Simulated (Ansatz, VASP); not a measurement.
## HfSiO4: VASP beside Ansatz

```
CELL_PARAMETERS angstrom
5.60212 0.00000 0.00000
-2.80106 4.85158 0.00000
0.00000 0.00000 3.19453
ATOMIC_POSITIONS crystal
Hf 0.33333 0.66667 0.00000
Si 0.66667 0.33333 0.50000
O 0.48361 0.51639 0.50000
O 0.48361 0.96721 0.50000
O 0.03279 0.51639 0.50000
O 0.66667 0.33333 0.00000
```

Alike in both runs: functional PBE; k mesh 6 × 6 × 8; occupations gaussian, width 0.02 eV; no spin polarisation.

Ansatz relaxed the structure, and its values are those at the end. VASP's run is a single point on that final structure, the one shown.

|  | VASP | Ansatz |
| --- | --- | --- |
| version | VASP 6.6.1 | Ansatz 0.2.0 |
| potentials or method | VASP PAW PBE potentials, release 64 (Hf_pv, Si, O), cutoff 520 eV | scalar-relativistic, plane waves, PAW |
| valence electrons in the cell | 38 | 54 |

```csv
,VASP,Ansatz,Ansatz less VASP
gap on the k mesh at the Fermi level (eV),2.32,2.36,+0.031
least direct gap on the mesh (eV),2.63,2.66,+0.031
pressure (GPa),-1.0,0.0,+1.00
rms of the force components (eV/Å),0.070,0.000,-0.0701
```

VASP's potentials hold 38 valence electrons a cell and Ansatz's 54, so a difference there can come from the potentials and not from the codes.

Spin-orbit coupling is off throughout.
